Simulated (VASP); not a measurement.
Here is a VASP 6.6.1 calculation.

INCAR

```
PREC     = Accurate       # precision mode
ENCUT    = 500            # plane-wave cutoff, eV
EDIFF    = 1E-6           # SCF threshold, eV
ISMEAR   = 0              # smearing method
SIGMA    = 0.05           # smearing width, eV
LREAL    = F              # projectors in reciprocal space
LASPH    = T              # aspherical terms in the spheres
NELM     = 200            # most SCF steps
ALGO     = Normal         # electronic algorithm
ISIF     = 2              # what is computed and relaxed
LWAVE    = F              # write WAVECAR
LCHARG   = F              # write CHGCAR
GGA      = PE             # functional
NBANDS   = 18             # bands
GGA_COMPAT= F            
LMAXMIX  = 6              # l up to which the mixer works
```

KPOINTS

```
Automatic mesh
0
Gamma
  7 7 4
```

Contents of POSCAR:

```
La
1.0
    3.1771850331      0.0000000000      0.0000000000
   -1.5885925165      2.7515229512      0.0000000000
    0.0000000000      0.0000000000      5.5187636045
La
2
Direct
    0.3333333333      0.6666666667      0.2500000000
    0.6666666667      0.3333333333      0.7500000000
```

Potentials or basis: VASP PAW PBE potentials, release 64 (La).

The run is started by

```sh
$ cat potpaw_PBE.64/La/POTCAR > POTCAR
$ mpirun -np 1 vasp_std > vasp.out
```

**Question.** What does it give for the band gap on the k mesh?

**Answer.** Zero (band 11 reaches 14.02 eV, above the bottom of band 12 at 11.56 eV).

**Question.** Predict the pressure.

**Answer.** 20.0 GPa.

Stress tensor (GPa, compression positive):
```
19.98  0.00  0.00
 0.00 19.98  0.00
 0.00  0.00 20.15
```

Caveat: spin-orbit coupling is left out, which moves the levels of the heavy elements.
